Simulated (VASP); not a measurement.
Set up this calculation in VASP 6.6.1, as the native input.

```
Task                   : single point
Functional             : PBE
Potentials or basis    : VASP PAW PBE potentials, release 64 (Zn, Sn_d, N_h)
Cutoff                 : 910 eV
k mesh                 : 6 × 6 × 6
Occupations            : gaussian, width 0.1 eV
Spin                   : no spin polarisation
Dipole correction      : no
Second run             : hard_potentials
Further INCAR settings : ALGO = Normal; EDIFF = 1e-06; NBANDS = 36
```

The structure of Zn2SnN3 lies in POSCAR:

```
Zn2SnN3
1.0
    3.4656359913      2.0008858739      3.5658098903
   -3.4656359913      2.0008858739      3.5658098903
    0.0000000000     -4.0017717435      3.5658098927
Zn Sn N
2 1 3
Direct
    0.3372802805      0.3372802805      0.3372802805
    0.6627197195      0.6627197195      0.6627197195
    0.0000000000      0.0000000000      0.0000000000
    0.8272756513      0.8272756513      0.8272756513
    0.1727243487      0.1727243487      0.1727243487
    0.5000000000      0.5000000000      0.5000000000
```

One way to write it, as run:

INCAR

```
PREC = Accurate
ENCUT = 910
EDIFF = 1E-6
ISMEAR = 0
SIGMA = 0.1
LREAL = False
LASPH = True
NELM = 120
ALGO = Normal
ISIF = 2
LWAVE = False
LCHARG = False
GGA = PE
NBANDS = 36
GGA_COMPAT = False
```

KPOINTS

```
Automatic mesh
0
Gamma
  6 6 6
```

Potentials or basis: VASP PAW PBE potentials, release 64 (Zn, Sn_d, N_h).

Launch:

```sh
$ cat potpaw_PBE.64/Zn/POTCAR potpaw_PBE.64/Sn_d/POTCAR potpaw_PBE.64/N_h/POTCAR > POTCAR
$ mpirun -np 1 vasp_std > vasp.out
```

It gave:

```yaml
Pressure: 0.3 GPa
Largest_force: 0.269 eV/Å
```

Caveat: the cutoff is under 1.25 times the usual one of these potentials, so pressure, stress and relaxed cells hold a basis-set (Pulay) error.

Run time: 6.2 min on 1 thread of Intel(R) Xeon(R) Platinum 8375C CPU @ 2.90GHz (Ice Lake), with other jobs on the host, peak memory 0.65 GiB.
